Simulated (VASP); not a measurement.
# Al in VASP: a series of runs

Al is run at these levels: PBE; tasks: single point.

Program: VASP 6.6.1. These are calculated values, not measurements. Logs are shortened: lines on timing, memory, paths and dates and some standing lists are left out, and cuts for length are marked.

## (1) The cell of the first run

The structure is orthorhombic, space group Fmmm (No. 69). The conventional cell has a = 3.235 Å, b = 4.415 Å, c = 4.735 Å, α = 90.00°, β = 90.00°, γ = 90.00°. Within 3.6 Å of Al (site symmetry mmm) lie 14 Al at 2.74 to 3.24 Å.

## (2) Single point, PBE (engineering shear strain xy -0.0700, strain +e along x and -e along y +0.0000)

File INCAR:

```
SYSTEM = Al
PREC = Accurate ; ENCUT = 520
EDIFF = 1E-6 ; ISMEAR = 0
SIGMA = 0.15 ; LREAL = .False.
LASPH = .True. ; NELM = 80
ALGO = Fast ; ISIF = 2
LWAVE = .False. ; LCHARG = .True.
GGA = PE ; LELF = .True.
LVHAR = .True. ; NBANDS = 8
```

File KPOINTS:

```
Automatic mesh
0
Gamma
  20 20 20
  0 0 0
```

File POSCAR:

```
Al
1.0
   -1.6741230985      1.6741230985      1.6175102401
    1.6741230985     -1.6741230985      1.6175102401
    1.5608973817      1.5608973817     -1.6175102401
Al
1
Direct
    0.0000000000      0.0000000000      0.0000000000
```

Potentials or basis: VASP PAW PBE potentials, release 64 (Al).

The run is started by

```console
cat potpaw_PBE.64/Al/POTCAR > POTCAR
mpirun -np 1 vasp_std > vasp.out
```

OUTCAR:

```text
SYSTEM = Al
   PREC = Accurate
   ENCUT = 520
   EDIFF = 1E-6
   ISMEAR = 0
   LREAL = .False.
   LASPH = .True.
   NELM = 80
   ISIF = 2
   GGA = PE

 ion  position               nearest neighbor table
   1  0.000  0.000  0.000-

  LATTYP: Found a face centered orthorhombic cell.
 ALAT       =     3.2350204802
 B/A-ratio  =     1.3647160877
 C/A-ratio  =     1.4637110371

  Lattice vectors:

 A1 = (  -0.1132257168,   3.2350204802,   0.0000000000)
 A2 = (  -1.6741230985,   1.6741230985,   1.6175102401)
 A3 = (   1.5608973817,   1.5608973817,   1.6175102401)

Analysis of symmetry for initial positions (statically):
=====================================================================
 Subroutine PRICEL returns:
 Original cell was already a primitive cell.

 Routine SETGRP: Setting up the symmetry group for a
 face centered orthorhombic supercell.

 Subroutine GETGRP returns: Found  8 space group operations
 (whereof  8 operations were pure point group operations)
 out of a pool of  8 trial point group operations.

The static configuration has the point symmetry D_2h.

Analysis of symmetry for dynamics (positions and initial velocities):
=====================================================================
 Subroutine PRICEL returns:
 Original cell was already a primitive cell.

 Routine SETGRP: Setting up the symmetry group for a
 face centered orthorhombic supercell.

 Subroutine GETGRP returns: Found  8 space group operations
 (whereof  8 operations were pure point group operations)
 out of a pool of  8 trial point group operations.

The dynamic configuration has the point symmetry D_2h.

 Subroutine INISYM returns: Found  8 space group operations
 (whereof  8 operations are pure point group operations),
 and found     1 'primitive' translations

----------------------------------------------------------------------------------------

                                     Primitive cell

  volume of cell :      16.9071

  direct lattice vectors                    reciprocal lattice vectors
    -1.674123098  1.674123098  1.617510240     0.010832367  0.309496187  0.309117054
     1.674123098 -1.674123098  1.617510240     0.309496187  0.010832367  0.309117054
     1.560897382  1.560897382 -1.617510240     0.320328553  0.320328553  0.000000000

  length of vectors
     2.867353427  2.867353427  2.736629432     0.437559805  0.437559805  0.453012984

  position of ions in fractional coordinates (direct lattice)
     0.000000000  0.000000000  0.000000000

  ion indices of the primitive-cell ions
   primitive index   ion index
                 1           1

----------------------------------------------------------------------------------------

 KPOINTS: Automatic mesh

Automatic generation of k-mesh.
 Grid dimensions read from file:
 generate k-points for:   20   20   20

 Generating k-lattice:

  Cartesian coordinates                     Fractional coordinates (reciprocal lattice)
     0.000541618  0.015474809  0.015455853     0.050000000  0.000000000 -0.000000000
     0.015474809  0.000541618  0.015455853     0.000000000  0.050000000 -0.000000000
     0.016016428  0.016016428  0.000000000     0.000000000  0.000000000  0.050000000

  Length of vectors
     0.021877990  0.021877990  0.022650649

  Shift w.r.t. Gamma in fractional coordinates (k-lattice)
     0.000000000  0.000000000  0.000000000

 Subroutine IBZKPT returns following result:
 ===========================================

 Found   1166 irreducible k-points:

 Following reciprocal coordinates:
            Coordinates               Weight
  0.000000  0.000000  0.000000      1.000000
  0.050000  0.000000  0.000000      8.000000
  0.100000 -0.000000  0.000000      8.000000
  0.150000 -0.000000  0.000000      8.000000
  0.200000 -0.000000  0.000000      8.000000
  0.250000 -0.000000  0.000000      8.000000
[... 16 lines left out ...]
 -0.400000  0.050000 -0.000000      8.000000
 -0.350000  0.050000 -0.000000      8.000000
 [... further k-points ...]
   k-points           NKPTS =   1166   k-points in BZ     NKDIM =   1166   number of bands    NBANDS=      8
   number of dos      NEDOS =    301   number of ions     NIONS =      1
   total plane-waves  NPLWV =  11520
   dimension x,y,z NGX =    24 NGY =   24 NGZ =   20
   dimension x,y,z NGXF=    48 NGYF=   48 NGZF=   40
   ions per type =               1
   NGX,Y,Z   is equivalent  to a cutoff of  13.91, 13.91, 12.15 a.u.
   NGXF,Y,Z  is equivalent  to a cutoff of  27.83, 27.83, 24.30 a.u.
 SYSTEM =  Al
   PREC   = accura    normal or accurate (medium, high low for compatibility)
   ISTART =      0    job   : 0-new  1-cont  2-samecut
   ICHARG =      2    charge: 1-file 2-atom 10-const
   ISPIN  =      1    spin polarized calculation?
   LNONCOLLINEAR =      F non collinear calculations
   LSORBIT =      F    spin-orbit coupling
   LASPH  =      T    aspherical Exc in radial PAW
   ENCUT  =  520.0 eV  38.22 Ry    6.18 a.u.   5.33  5.33  5.09*2*pi/ulx,y,z
   NELM   =     80;   NELMIN=  2; NELMDL= -5     # of ELM steps
   EDIFF  = 0.1E-05   stopping-criterion for ELM
   LREAL  =      F    real-space projection
   EDIFFG = 0.1E-04   stopping-criterion for IOM
   NSW    =      0    number of steps for IOM
   IBRION =     -1    ionic relax: 0-MD 1-quasi-New 2-CG
   NFREE  =      0    steps in history (QN), initial steepest desc. (CG)
   ISIF   =      2    stress and relaxation
   ISYM   =      2    0-nonsym 1-usesym 2-fastsym
   POTIM  = 0.5000    time-step for ionic-motion
   TEBEG  =    0.0;   TEEND  =   0.0 temperature during run
   PSTRESS=    0.0 pullay stress
   NELECT =       3.0000    total number of electrons
   NUPDOWN=      -1.0000    fix difference up-down
   EMIN   =  10.00;   EMAX   =-10.00  energy-range for DOS
   EFERMI =   0.00;   METHOD = LEGACY
   ISMEAR =     0;   SIGMA  =   0.15  broadening in eV -4-tet -1-fermi 0-gaus
   EFERMI_NEDOS =   21; number of points for ismear=-14 and -15
   IALGO  =     68    algorithm
   IMIX   =      4    mixing-type and parameters
     AMIX     =   0.40;   BMIX     =  1.00
     AMIX_MAG =   1.60;   BMIX_MAG =  1.00
  volume/ion in A,a.u.               =      16.91       114.09
  Fermi-wavevector in a.u.,A,eV,Ry     =   0.919939  1.738432 11.514442  0.846288
  Thomas-Fermi vector in A             =   2.045189
   LORBIT       =      0    0 simple, 1 ext, 2 COOP (PROOUT), +10 PAW based schemes
   GGA     = PE    functional components
   LHFCALC =     F    Hartree Fock is set to
   AEXX    =    0.0000 exact exchange contribution
   IVDW    =     0    specifies the selected vdW correction
   LEPSILON=     F    determine dielectric tensor
   LRPA    =     F    only Hartree local field effects (RPA)
 non-spin polarized calculation
 RMM-DIIS sequential band-by-band and
 Gauss-broadening in eV      SIGMA  =   0.15
  energy-cutoff  :      520.00
  volume of cell :       16.91
 maximum number of plane-waves:       474
 NGX is ok and might be reduce to    24
   NGX = 11   NGY = 11   NGZ = 11

 number of electron       3.0000000 magnetization

 Free energy of the ion-electron system (eV)
  ---------------------------------------------------
  ext. energy  EPLUGINS =         0.00000000
  ---------------------------------------------------
  free energy    TOTEN  =        -3.64198060 eV

  energy without entropy =       -3.63697165  energy(sigma->0) =       -3.63947612

 E-fermi :   7.7435     XC(G=0): -10.1111

 val. band max:        7.7415085744   @ k =  -0.3000  -0.3500   0.1000
 cond. band min:       7.7440569068   @ k =   0.4000   0.2000   0.1500
 fundamental gap:      0.0025483324
 Fermi energy:         7.7434951809

 k-point     1 :       0.0000    0.0000    0.0000
  band No.  band energies     occupation
      1      -3.2159      2.00000
      2      20.3217      0.00000
      3      20.4126      0.00000
      4      20.9609      0.00000
      5      21.3713      0.00000
      6      22.1226      0.00000
      7      22.7146      0.00000
      8      23.9167      0.00000

 k-point     2 :       0.0500    0.0000    0.0000
  band No.  band energies     occupation
      1      -3.1450      2.00000
      2      19.6279      0.00000
      3      19.7104      0.00000
      4      20.5854      0.00000
      5      21.7284      0.00000
      6      22.2504      0.00000
      7      23.0267      0.00000
      8      23.4664      0.00000

 k-point     3 :       0.1000   -0.0000    0.0000
  band No.  band energies     occupation
      1      -2.9326      2.00000
      2      17.9563      0.00000
      3      18.7889      0.00000
      4      19.7525      0.00000
      5      21.5239      0.00000
      6      22.3877      0.00000
      7      23.1328      0.00000
      8      23.9311      0.00000

 k-point     4 :       0.1500   -0.0000    0.0000
  band No.  band energies     occupation
      1      -2.5792      2.00000
      2      15.9647      0.00000
      3      17.9757      0.00000
      4      18.9135      0.00000
      5      20.8289      0.00000
      6      21.9061      0.00000
      7      23.7079      0.00000
      8      24.2074      0.00000

 k-point     5 :       0.2000   -0.0000    0.0000
  band No.  band energies     occupation
      1      -2.0859      2.00000
      2      13.9469      0.00000
      3      17.2657      0.00000
      4      18.1343      0.00000
      5      20.1297      0.00000
      6      21.2925      0.00000
      7      24.3800      0.00000
      8      24.5977      0.00000
[... 177 lines left out ...]
 k-point    22 :      -0.4500    0.0500    0.0000
  band No.  band energies     occupation
      1       1.8271      2.00000
      2       6.0051      2.00000
      3      14.0587      0.00000
      4      16.5747      0.00000
      5      18.7084      0.00000
      6      19.7468      0.00000
      7      26.8711      0.00000
      8      28.8410      0.00000

 k-point    23 :      -0.4000    0.0500   -0.0000
  band No.  band energies     occupation
      1       0.7331      2.00000
      2       7.6037      1.81265
      3      14.2367      0.00000
      4      16.7854      0.00000
      5      19.0172      0.00000
      6      20.0297      0.00000
      7      26.0113      0.00000
      8      28.1069      0.00000

 k-point    24 :      -0.3500    0.0500   -0.0000
  band No.  band energies     occupation
      1      -0.2316      2.00000
      2       9.3183      0.00000
      3      14.5392      0.00000
      4      17.1116      0.00000
      5      19.4430      0.00000
      6      20.4199      0.00000
      7      25.2163      0.00000
      8      27.2688      0.00000

 [... further k-points ...]
[... 5 lines left out ...]
  --------------------------------------------------------------------------------------
  -------------------------------------------------------------------------------------
  Total        0.0397548      0.0397548      0.0659710      0.3022434      0.0000000      0.0000000
  in kB        3.7673072      3.7673072      6.2516578     28.6416932      0.0000000      0.0000000
  external PRESSURE =       4.5954240 kB  Pullay stress =       0.0000000 kB

 VOLUME and BASIS-vectors are now :
 -----------------------------------------------------------------------------
  energy-cutoff  :      520.00
  volume of cell :       16.91
      direct lattice vectors                 reciprocal lattice vectors
    -1.674123098  1.674123098  1.617510240     0.010832367  0.309496187  0.309117054
     1.674123098 -1.674123098  1.617510240     0.309496187  0.010832367  0.309117054
     1.560897382  1.560897382 -1.617510240     0.320328553  0.320328553  0.000000000

 POSITION                                       TOTAL-FORCE (eV/Angst)
 -----------------------------------------------------------------------------------
      0.00000      0.00000      0.00000        -0.000000      0.000000      0.000000
 -----------------------------------------------------------------------------------
    total drift:                                0.000000      0.000000      0.000000

  FREE ENERGIE OF THE ION-ELECTRON SYSTEM (eV)
  ---------------------------------------------------
  free  energy   TOTEN  =        -3.6419805950 eV

  energy  without entropy=       -3.6369716465  energy(sigma->0) =       -3.63947612
```

It took 32 s on 1 thread of Intel Xeon 6975P-C (Granite Rapids), shared host; peak memory 0.24 GiB.

What came out:

| Quantity | Value |
| --- | --- |
| Free energy | -3.6420 eV |
| Pressure | 0.5 GPa |

Caveat: the cell differs from its parent crystal (engineering shear strain xy -0.0700, strain +e along x and -e along y +0.0000).

[end of part 1 of 2]
